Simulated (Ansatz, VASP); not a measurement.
# One calculation of WSe2, two programs

```
W Se
1.0
     3.27930    0.00000    0.00000
    -1.63965    2.83996    0.00000
     0.00000    0.00000   12.60328
W Se
2 4
Direct
  0.66667 0.33333 0.24991
  0.33333 0.66667 0.75009
  0.33333 0.66667 0.38217
  0.66667 0.33333 0.88235
  0.33333 0.66667 0.11765
  0.66667 0.33333 0.61783
```

Alike in both runs: task single point; functional PBEsol; dispersion D3(BJ); k mesh 12 × 12 × 4; occupations gaussian, width 0.02 eV; no spin polarisation.

```csv
,VASP,Ansatz
version,VASP 6.6.1,Ansatz 0.2.0
potentials or method,"VASP PAW PBE potentials, release 64 (W_sv, Se), cutoff 520 eV","scalar-relativistic, plane waves, PAW"
valence electrons in the cell,52,92
```

VASP gave:

| Property | Result |
| --- | --- |
| gap on the k mesh at the Fermi level (eV) | 0.80 |
| least direct gap on the mesh (eV) | 1.51 |
| pressure (GPa) | -2.8 |
| traceless stress, the component that is largest in VASP (GPa) | 1.54 |
| rms of the force components (eV/Å) | 0.029 |

Task: Estimate Ansatz's values.

Result: gap on the k mesh at the Fermi level (eV): 0.80; least direct gap on the mesh (eV): 1.51; pressure (GPa): -3.2; traceless stress, the component that is largest in VASP (GPa): 1.44; rms of the force components (eV/Å): 0.001.

VASP's potentials were made for PBE, not for PBEsol. Atom by atom the forces differ by 0.029 eV/Å (rms over components). VASP's potentials hold 52 valence electrons a cell and Ansatz's 92, so a difference there can come from the potentials and not from the codes.

Neither program's run includes spin-orbit coupling.
